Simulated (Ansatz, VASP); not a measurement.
# Re in VASP and in Ansatz

```
CELL_PARAMETERS angstrom
2.74903 0.00000 0.00000
-1.37451 2.38073 0.00000
0.00000 0.00000 4.44867
ATOMIC_POSITIONS crystal
Re 0.33333 0.66667 0.75000
Re 0.66667 0.33333 0.25000
```

Alike in both runs: functional PBEsol; k mesh 14 × 14 × 8; occupations gaussian, width 0.05 eV; no spin polarisation.

Ansatz relaxed the structure, and its values are those at the end. VASP's run is a single point on that final structure, the one shown.

|  | VASP | Ansatz |
| --- | --- | --- |
| version | VASP 6.6.1 | Ansatz 0.2.0 |
| potentials or method | VASP PAW PBE potentials, release 64 (Re), cutoff 520 eV | scalar-relativistic, plane waves, PAW |
| valence electrons in the cell | 14 | 30 |

```tsv
	VASP	Ansatz	Ansatz less VASP
gap on the k mesh at the Fermi level (eV)	none	none	-
pressure (GPa)	0.0	0.0	+0.01
```

VASP's potentials were made for PBE, not for PBEsol. A gap of «none» marks a metal or a gap that the smearing closes. VASP's potentials hold 14 valence electrons a cell and Ansatz's 30, so a difference there can come from the potentials and not from the codes.

Spin-orbit coupling is off throughout.
